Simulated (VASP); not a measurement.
# SiGe4 (P6/mmm) in VASP: notebook

The runs below take SiGe4 through relaxation of cell and atoms, single point, with PBE.

Program: VASP 6.6.1. These are calculated values, not measurements. Logs are shortened: lines on timing, memory, paths and dates and some standing lists are left out, and cuts for length are marked.

## (1) The cell of the first run

Symmetry: P6/mmm, No. 191, hexagonal system. The conventional cell has a = 2.832 Å, b = 2.832 Å, c = 13.296 Å, α = 90.00°, β = 90.00°, γ = 120.00°. Within 3.5 Å of Si (site symmetry 6/mmm) lie 2 Ge at 2.66 Å and 6 Si at 2.83 Å. Ge (site symmetry 6mm) has 1 Si at 2.66 Å and 7 Ge at 2.66 to 2.83 Å within 3.5 Å. Within 3.5 Å of Ge (site symmetry 6mm) lie 8 Ge at 2.66 to 2.83 Å.

## (2) Relaxation of cell and atoms, PBE

File INCAR:

```
SYSTEM = SiGe4
  PREC = Accurate
  ENCUT = 600
  EDIFF = 1E-7
  ISMEAR = 0
  SIGMA = 0.1
  LREAL = .False.
  LASPH = .True.
  NELM = 60
  ALGO = Normal
  ISIF = 3
  LWAVE = .False.
  LCHARG = .False.
  GGA = PE
  IBRION = 2
  NSW = 90
  EDIFFG = -0.04
```

File KPOINTS:

```
Automatic mesh
0
Gamma
  6 6 2
  0 0 0
```

File POSCAR:

```
SiGe4
1.0
    2.8317534200      0.0000000000      0.0000000000
   -1.4158767100      2.4523704000      0.0000000000
    0.0000000000      0.0000000000     13.2959053700
Si Ge
1 4
Direct
    0.0000000000      0.0000000000      0.5000000000
    0.0000000000      0.0000000000      0.7000000000
    0.0000000000      0.0000000000      0.9000000000
    0.0000000000      0.0000000000      0.1000000000
    0.0000000000      0.0000000000      0.3000000000
```

Potentials or basis: VASP PAW PBE potentials, release 64 (Si, Ge_d).

Launch:

```bash
> cat potpaw_PBE.64/Si/POTCAR potpaw_PBE.64/Ge_d/POTCAR > POTCAR
> mpirun -np 1 vasp_std > vasp.out
```

OUTCAR:

```text
SYSTEM = SiGe4
   PREC = Accurate
   ENCUT = 600
   EDIFF = 1E-7
   ISMEAR = 0
   LREAL = .False.
   LASPH = .True.
   NELM = 60
   ISIF = 3
   GGA = PE
   IBRION = 2
   NSW = 90
   EDIFFG = -0.04

 ion  position               nearest neighbor table
   1  0.000  0.000  0.500-   2 2.66   5 2.66
   2  0.000  0.000  0.700-   3 2.66   1 2.66
   3  0.000  0.000  0.900-   2 2.66   4 2.66
   4  0.000  0.000  0.100-   5 2.66   3 2.66
   5  0.000  0.000  0.300-   4 2.66   1 2.66

  LATTYP: Found a hexagonal cell.
 ALAT       =     2.8317534200
 C/A-ratio  =     4.6952906549

  Lattice vectors:

 A1 = (   2.8317534200,   0.0000000000,   0.0000000000)
 A2 = (  -1.4158767100,   2.4523704000,   0.0000000000)
 A3 = (   0.0000000000,   0.0000000000,  13.2959053700)

Analysis of symmetry for initial positions (statically):
=====================================================================
 Subroutine PRICEL returns:
 Original cell was already a primitive cell.

 Routine SETGRP: Setting up the symmetry group for a
 hexagonal supercell.

 Subroutine GETGRP returns: Found 24 space group operations
 (whereof 24 operations were pure point group operations)
 out of a pool of 24 trial point group operations.

The static configuration has the point symmetry D_6h.

Analysis of symmetry for dynamics (positions and initial velocities):
=====================================================================
 Subroutine PRICEL returns:
 Original cell was already a primitive cell.

 Routine SETGRP: Setting up the symmetry group for a
 hexagonal supercell.

 Subroutine GETGRP returns: Found 24 space group operations
 (whereof 24 operations were pure point group operations)
 out of a pool of 24 trial point group operations.

The dynamic configuration has the point symmetry D_6h.

 Subroutine INISYM returns: Found 24 space group operations
 (whereof 24 operations are pure point group operations),
 and found     1 'primitive' translations

----------------------------------------------------------------------------------------

                                     Primitive cell

  volume of cell :      92.3335

  direct lattice vectors                    reciprocal lattice vectors
     2.831753420  0.000000000  0.000000000     0.353138092  0.203884372  0.000000000
    -1.415876710  2.452370400  0.000000000     0.000000000  0.407768745  0.000000000
     0.000000000  0.000000000 13.295905370     0.000000000  0.000000000  0.075211125

  length of vectors
     2.831753420  2.831753421 13.295905370     0.407768745  0.407768745  0.075211125

  position of ions in fractional coordinates (direct lattice)
     0.000000000  0.000000000  0.500000000
     0.000000000  0.000000000  0.700000000
     0.000000000  0.000000000  0.900000000
     0.000000000  0.000000000  0.100000000
     0.000000000  0.000000000  0.300000000

  ion indices of the primitive-cell ions
   primitive index   ion index
                 1           1
                 2           2
                 3           3
                 4           4
                 5           5

----------------------------------------------------------------------------------------

 KPOINTS: Automatic mesh

Automatic generation of k-mesh.
 Grid dimensions read from file:
 generate k-points for:    6    6    2

 Generating k-lattice:

  Cartesian coordinates                     Fractional coordinates (reciprocal lattice)
     0.058856349  0.033980729  0.000000000     0.166666667  0.000000000  0.000000000
     0.000000000  0.067961457  0.000000000     0.000000000  0.166666667  0.000000000
     0.000000000  0.000000000  0.037605562     0.000000000  0.000000000  0.500000000

  Length of vectors
     0.067961458  0.067961457  0.037605562

  Shift w.r.t. Gamma in fractional coordinates (k-lattice)
     0.000000000  0.000000000  0.000000000

 Subroutine IBZKPT returns following result:
 ===========================================

 Found     14 irreducible k-points:

 Following reciprocal coordinates:
            Coordinates               Weight
  0.000000  0.000000  0.000000      1.000000
  0.166667 -0.000000  0.000000      6.000000
  0.333333  0.000000  0.000000      6.000000
  0.500000  0.000000  0.000000      3.000000
  0.166667  0.166667  0.000000      6.000000
  0.333333  0.166667  0.000000     12.000000
  0.333333  0.333333  0.000000      2.000000
  0.000000  0.000000  0.500000      1.000000
  0.166667 -0.000000  0.500000      6.000000
  0.333333  0.000000  0.500000      6.000000
  0.500000  0.000000  0.500000      3.000000
  0.166667  0.166667  0.500000      6.000000
  0.333333  0.166667  0.500000     12.000000
  0.333333  0.333333  0.500000      2.000000
   k-points           NKPTS =     14   k-points in BZ     NKDIM =     14   number of bands    NBANDS=     36
   number of dos      NEDOS =    301   number of ions     NIONS =      5
   total plane-waves  NPLWV =  62208
   dimension x,y,z NGX =    24 NGY =   24 NGZ =  108
   dimension x,y,z NGXF=    48 NGYF=   48 NGZF=  216
   ions per type =               1   4
   NGX,Y,Z   is equivalent  to a cutoff of  14.09, 14.09, 13.50 a.u.
   NGXF,Y,Z  is equivalent  to a cutoff of  28.18, 28.18, 27.01 a.u.
 SYSTEM =  SiGe4
   PREC   = accura    normal or accurate (medium, high low for compatibility)
   ISTART =      0    job   : 0-new  1-cont  2-samecut
   ICHARG =      2    charge: 1-file 2-atom 10-const
   ISPIN  =      1    spin polarized calculation?
   LNONCOLLINEAR =      F non collinear calculations
   LSORBIT =      F    spin-orbit coupling
   LASPH  =      T    aspherical Exc in radial PAW
   ENCUT  =  600.0 eV  44.10 Ry    6.64 a.u.   5.66  5.66 26.56*2*pi/ulx,y,z
   NELM   =     60;   NELMIN=  2; NELMDL= -5     # of ELM steps
   EDIFF  = 0.1E-06   stopping-criterion for ELM
   LREAL  =      F    real-space projection
   EDIFFG = -.4E-01   stopping-criterion for IOM
   NSW    =     90    number of steps for IOM
   IBRION =      2    ionic relax: 0-MD 1-quasi-New 2-CG
   NFREE  =      1    steps in history (QN), initial steepest desc. (CG)
   ISIF   =      3    stress and relaxation
   ISYM   =      2    0-nonsym 1-usesym 2-fastsym
   POTIM  = 0.5000    time-step for ionic-motion
   TEBEG  =    0.0;   TEEND  =   0.0 temperature during run
   PSTRESS=    0.0 pullay stress
   NELECT =      60.0000    total number of electrons
   NUPDOWN=      -1.0000    fix difference up-down
   EMIN   =  10.00;   EMAX   =-10.00  energy-range for DOS
   EFERMI =   0.00;   METHOD = LEGACY
   ISMEAR =     0;   SIGMA  =   0.10  broadening in eV -4-tet -1-fermi 0-gaus
   EFERMI_NEDOS =   21; number of points for ismear=-14 and -15
   IALGO  =     38    algorithm
   IMIX   =      4    mixing-type and parameters
     AMIX     =   0.40;   BMIX     =  1.00
     AMIX_MAG =   1.60;   BMIX_MAG =  1.00
  volume/ion in A,a.u.               =      18.47       124.62
  Fermi-wavevector in a.u.,A,eV,Ry     =   1.417987  2.679606 27.357042  2.010686
  Thomas-Fermi vector in A             =   2.539159
   LORBIT       =      0    0 simple, 1 ext, 2 COOP (PROOUT), +10 PAW based schemes
   GGA     = PE    functional components
   LHFCALC =     F    Hartree Fock is set to
   AEXX    =    0.0000 exact exchange contribution
   IVDW    =     0    specifies the selected vdW correction
   LEPSILON=     F    determine dielectric tensor
   LRPA    =     F    only Hartree local field effects (RPA)
 conjugate gradient relaxation of ions
 non-spin polarized calculation
 Gauss-broadening in eV      SIGMA  =   0.10
  energy-cutoff  :      600.00
  volume of cell :       92.33
 maximum number of plane-waves:      3110
 NGX is ok and might be reduce to    24
   NGX = 11   NGY = 11   NGZ = 53

--------------------------------------- Ionic step        1  -------------------------------------------

 number of electron      60.0000009 magnetization

 Free energy of the ion-electron system (eV)
  ---------------------------------------------------
  ext. energy  EPLUGINS =         0.00000000
  ---------------------------------------------------
  free energy    TOTEN  =       -22.06291145 eV

  energy without entropy =      -22.05683177  energy(sigma->0) =      -22.05987161

------------------------ aborting loop because EDIFF is reached ----------------------------------------

  FORCE on cell =-STRESS in cart. coord.  units (eV):
  Direction    XX          YY          ZZ          XY          YZ          ZX
  --------------------------------------------------------------------------------------
  -------------------------------------------------------------------------------------
  Total       -1.8598536     -1.8598536      6.2121021      0.0000000      0.0000000      0.0000000
  in kB      -32.2723001    -32.2723001    107.7928000      0.0000000      0.0000000      0.0000000
  external PRESSURE =      14.4160666 kB  Pullay stress =       0.0000000 kB
[... 297 lines left out ...]
  energy  without entropy=      -22.2015187361  energy(sigma->0) =      -22.20469837

--------------------------------------- Ionic step        9  -------------------------------------------

 number of electron      59.9999986 magnetization

 Free energy of the ion-electron system (eV)
  ---------------------------------------------------
  ext. energy  EPLUGINS =         0.00000000
  ---------------------------------------------------
  free energy    TOTEN  =       -22.20822855 eV

  energy without entropy =      -22.20190052  energy(sigma->0) =      -22.20506453

 E-fermi :   6.6448     XC(G=0): -11.0142

 val. band max:        6.5864632680   @ k =   0.5000   0.0000   0.0000
 cond. band min:       6.8129810927   @ k =   0.0000   0.0000   0.0000
 fundamental gap:      0.2265178246
 Fermi energy:         6.6447535894

 k-point     1 :       0.0000    0.0000    0.0000
  band No.  band energies     occupation
      1     -17.9990      2.00000
      2     -17.9543      2.00000
      3     -17.9537      2.00000
      4     -17.9537      2.00000
      5     -17.9510      2.00000
      6     -17.9510      2.00000
[... 567 lines left out ...]
  FREE ENERGIE OF THE ION-ELECTRON SYSTEM (eV)
  ---------------------------------------------------
  free  energy   TOTEN  =       -22.2082285451 eV

  energy  without entropy=      -22.2019005196  energy(sigma->0) =      -22.20506453

 reached required accuracy - stopping structural energy minimisation
```

Run time: 2.8 min. Hardware: 1 thread of Intel Xeon 6975P-C (Granite Rapids), shared host; peak memory 0.26 GiB.

What came out:

```yaml
Free_energy: -22.2082 eV
Relaxed_volume: 18.78 Å³/atom
Relaxed_cell: a = 2.806 Å, b = 2.806 Å, c = 13.768 Å, α = 90.00°, β = 90.00°, γ = 120.00°
Space_group_after_relaxing_to_0.1_Å: P6/mmm (No. 191)
Energy_gained_by_relaxing: 29.1 meV/atom
Ionic_steps: 9
Pressure_after_relaxing: 0.0 GPa
Largest_force_after_relaxing: 0.036 eV/Å
```

Forces in eV/Å, atoms in the order of the input:
```
Si   0.000  0.000  0.000
Ge   0.000  0.000  0.014
Ge   0.000  0.000 -0.036
Ge   0.000  0.000  0.036
Ge   0.000  0.000 -0.014
```

The path:
| step | energy change (eV) | largest force (eV/Å) | pressure (GPa) | volume (Å³) |
| --- | --- | --- | --- | --- |
| 1 | 0.0000 | 0.4563 | 1.44 | 92.33 |
| 2 | -0.0846 | 0.2129 | -0.10 | 94.39 |
| 3 | -0.1305 | 0.2599 | 0.23 | 93.61 |
| 4 | -0.1305 | 0.2626 | 0.23 | 93.58 |
| 5 | -0.1365 | 0.1975 | -0.02 | 93.92 |
| 6 | -0.1416 | 0.0806 | -0.62 | 94.70 |
| 7 | -0.1448 | 0.0640 | -0.18 | 94.12 |
| 8 | -0.1450 | 0.0601 | -0.06 | 93.99 |
| 9 | -0.1453 | 0.0361 | 0.00 | 93.88 |

Final structure:
```yaml
crystal:
  lattice:
    - [2.80600, 0.00000, 0.00000]
    - [-1.40300, 2.43007, 0.00000]
    - [0.00000, 0.00000, 13.76785]
  atoms:
    - { symbol: Si, position: [0.00000, 0.00000, 0.50000] }
    - { symbol: Ge, position: [0.00000, 0.00000, 0.69521] }
    - { symbol: Ge, position: [0.00000, 0.00000, 0.89878] }
    - { symbol: Ge, position: [0.00000, 0.00000, 0.10122] }
    - { symbol: Ge, position: [0.00000, 0.00000, 0.30479] }
```

Caveat: the k points lie up to 0.43 Å⁻¹ apart in the final cell; the highest band is partly filled, so the run has too few bands.

## (3) Single point, PBE

File INCAR:

```
PREC = Accurate
ENCUT = 520
EDIFF = 1E-6
ISMEAR = 0
SIGMA = 0.1
LREAL = F
LASPH = T
NELM = 100
ALGO = Normal
ISIF = 2
LWAVE = F
LCHARG = F
GGA = PE
NBANDS = 38
```

File KPOINTS:

```
Automatic mesh
0
Gamma
  18 18 4
```

File POSCAR:

```
SiGe4
1.0
    2.8403582212      0.0000000000      0.0000000000
   -1.4201791106      2.4598223754      0.0000000000
    0.0000000000      0.0000000000     13.2367305998
Si Ge
1 4
Direct
    0.0000000000      0.0000000000      0.5000000000
    0.0000000000      0.0000000000      0.6935014514
    0.0000000000      0.0000000000      0.8976862951
    0.0000000000      0.0000000000      0.1023137049
    0.0000000000      0.0000000000      0.3064985486
```

Potentials or basis: VASP PAW PBE potentials, release 64 (Si, Ge_d).

Launch:

```bash
> cat potpaw_PBE.64/Si/POTCAR potpaw_PBE.64/Ge_d/POTCAR > POTCAR
> mpirun -np 1 vasp_std > vasp.out
```

Run time: 3.2 min. Hardware: 1 thread of Intel Xeon 6975P-C (Granite Rapids), shared host; peak memory 0.42 GiB.

The run converged. Its results:

```
Free energy            : -22.0605 eV
Pressure               : 0.2 GPa
Largest force          : 0.004 eV/Å
Band gap on the k mesh : zero (bands 30 and 31 overlap by 9.77 eV)
```

Forces in eV/Å, atoms in the order of the input:
```
Si   0.000  0.000  0.000
Ge   0.000  0.000 -0.004
Ge   0.000  0.000  0.000
Ge   0.000  0.000  0.000
Ge   0.000  0.000  0.004
```

Levels at points of the mesh, in eV from the Fermi level:
| k point | band 28 | band 29 | band 30 | band 31 | band 32 | band 33 |
| --- | --- | --- | --- | --- | --- | --- |
| (0.00, 0.00, 0.00) | 0.84 | 1.03 | 6.97 | 8.16 | 8.16 | 9.05 |
| (0.50, 0.00, 0.00) | -4.41 | -3.12 | -2.83 | -0.45 | -0.08 | 3.82 |
| (0.00, 0.00, 0.50) | -2.08 | 3.98 | 4.67 | 8.20 | 8.20 | 8.74 |
| (0.50, 0.00, 0.50) | -3.94 | -3.47 | -2.41 | -1.92 | 2.26 | 2.41 |

## (4) Single point, PBE

File INCAR:

```
SYSTEM = SiGe4
ALGO = Normal ; EDIFF = 1E-7
ENCUT = 520 ; GGA = PE
ISIF = 2 ; ISMEAR = 0
LASPH = .True. ; LCHARG = .False.
LREAL = .False. ; LWAVE = .False.
NBANDS = 38 ; NELM = 60
PREC = Accurate ; SIGMA = 0.1
```

File KPOINTS:

```
k-points
0
Gamma
  18 18 4
  0 0 0
```

POSCAR is that of step 3.

Launch:

```bash
> cat potpaw_PBE.64/Si/POTCAR potpaw_PBE.64/Ge_d/POTCAR > POTCAR
> mpirun -np 1 vasp_std > vasp.out
```

Wall time 3.9 min (1 thread of Intel Xeon 6975P-C (Granite Rapids), shared host); peak memory 0.42 GiB.

It converged, with:

```
Free energy            : -22.0605 eV
Pressure               : 0.0 GPa
Largest force          : 0.004 eV/Å
Band gap on the k mesh : zero (bands 30 and 31 overlap by 9.77 eV)
```

Forces on the atoms (eV/Å):
```
Si   0.000  0.000  0.000
Ge   0.000  0.000 -0.004
Ge   0.000  0.000  0.000
Ge   0.000  0.000  0.000
Ge   0.000  0.000  0.004
```

Levels at points of the mesh, in eV from the Fermi level:
| k point | band 27 | band 28 | band 29 | band 30 | band 31 | band 32 | band 33 | band 34 |
| --- | --- | --- | --- | --- | --- | --- | --- | --- |
| (0.00, 0.00, 0.00) | -4.57 | 0.84 | 1.03 | 6.97 | 8.16 | 8.16 | 9.05 | 9.05 |
| (0.50, 0.00, 0.00) | -4.89 | -4.41 | -3.12 | -2.83 | -0.45 | -0.08 | 3.82 | 4.08 |
| (0.00, 0.00, 0.50) | -2.15 | -2.08 | 3.98 | 4.67 | 8.20 | 8.20 | 8.74 | 8.74 |
| (0.50, 0.00, 0.50) | -4.07 | -3.94 | -3.47 | -2.41 | -1.92 | 2.26 | 2.41 | 3.13 |
